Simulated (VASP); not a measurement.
## CdTe: single point with PBE

CdTe:

```
CELL_PARAMETERS angstrom
0.00000 3.30963 3.30963
3.30963 0.00000 3.30963
3.30963 3.30963 0.00000
ATOMIC_POSITIONS crystal
Cd 0.00000 0.00000 0.00000
Te 0.75000 0.75000 0.75000
```

```yaml
Program: VASP 6.6.1
Task: single point
Functional: PBE
Potentials_or_basis: VASP PAW PBE potentials, release 64 (Cd, Te)
Cutoff: 520 eV
k_mesh: 10 × 10 × 10
Occupations: gaussian, width 0.02 eV
Spin: no spin polarisation
```

| Item | Value |
| --- | --- |
| Pressure | 0.1 GPa |
| Band gap on the k mesh | 0.58 eV, direct |

Levels at points of the mesh, in eV from the valence-band top:
| k point | band 6 | band 7 | band 8 | band 9 | band 10 | band 11 | band 12 | band 13 |
| --- | --- | --- | --- | --- | --- | --- | --- | --- |
| (0.00, 0.00, 0.00) | -7.87 | 0.00 | 0.00 | 0.00 | 0.58 | 4.64 | 4.64 | 4.64 |
| (0.50, 0.00, 0.00) | -7.57 | -4.08 | -0.69 | -0.69 | 1.75 | 5.21 | 5.21 | 7.01 |
| (0.50, 0.50, 0.00) | -7.45 | -4.01 | -1.66 | -1.66 | 2.67 | 2.74 | 8.51 | 8.81 |

Run time: 31 s on 1 thread of Intel(R) Xeon(R) Platinum 8375C CPU @ 2.90GHz (Ice Lake), with other jobs on the host, peak memory 0.23 GiB.

Caveat: spin-orbit coupling is left out, which moves the levels of the heavy elements. PBE gaps usually lie below the measured ones, often by a third to a half.
